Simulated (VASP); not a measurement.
Cu2W:

```
Cu W
1.0
     4.24141    0.00000    0.00000
    -2.12070    3.67317    0.00000
     0.00000    0.00000    2.54428
Cu W
2 1
Direct
  0.33333 0.66667 0.00000
  0.66667 0.33333 0.00000
  0.00000 0.00000 0.50000
```

The cell was generated, and may not be a known phase.

```yaml
Program: VASP 6.6.1
Task: relaxation of cell and atoms
Functional: PBE
Potentials_or_basis: VASP PAW PBE potentials, release 64 (Cu, W_sv)
Cutoff: 600 eV
k_mesh: 12 × 12 × 18
Occupations: gaussian, width 0.1 eV
Spin: no spin polarisation
```

At the start: pressure 1.7 GPa; volume 13.21 Å³/atom.

Task: How do energy, volume and symmetry change on relaxing?

Result: Over 9 steps the energy falls by 2.6 meV/atom and the volume is 13.30 Å³/atom (+0.7 %); space group P6/mmm (No. 191, to 0.1 Å) before and after.

The path:
```tsv
step	energy change (eV)	largest force (eV/Å)	pressure (GPa)	volume (Å³)
1	0.0000	0.0000	1.67	39.64
2	-0.0035	0.0000	-2.74	40.43
3	-0.0059	0.0000	-0.87	40.12
4	-0.0078	0.0000	0.48	39.88
5	-0.0078	0.0000	-0.24	39.91
6	-0.0078	0.0000	0.30	39.90
7	-0.0078	0.0000	0.15	39.90
8	-0.0078	0.0000	-0.37	39.94
9	-0.0078	0.0000	0.05	39.91
```

Final structure:
```cif
data_structure
_symmetry_space_group_name_H-M 'P 1'
_symmetry_Int_Tables_number 1
_cell_length_a 4.2246
_cell_length_b 4.2246
_cell_length_c 2.5824
_cell_angle_alpha 90.000
_cell_angle_beta 90.000
_cell_angle_gamma 120.000
_cell_volume 39.91
loop_
_atom_site_label
_atom_site_type_symbol
_atom_site_fract_x
_atom_site_fract_y
_atom_site_fract_z
_atom_site_occupancy
Cu1 Cu 0.33333 0.66667 0.00000 1
Cu2 Cu 0.66667 0.33333 0.00000 1
W1 W 0.00000 0.00000 0.50000 1
```
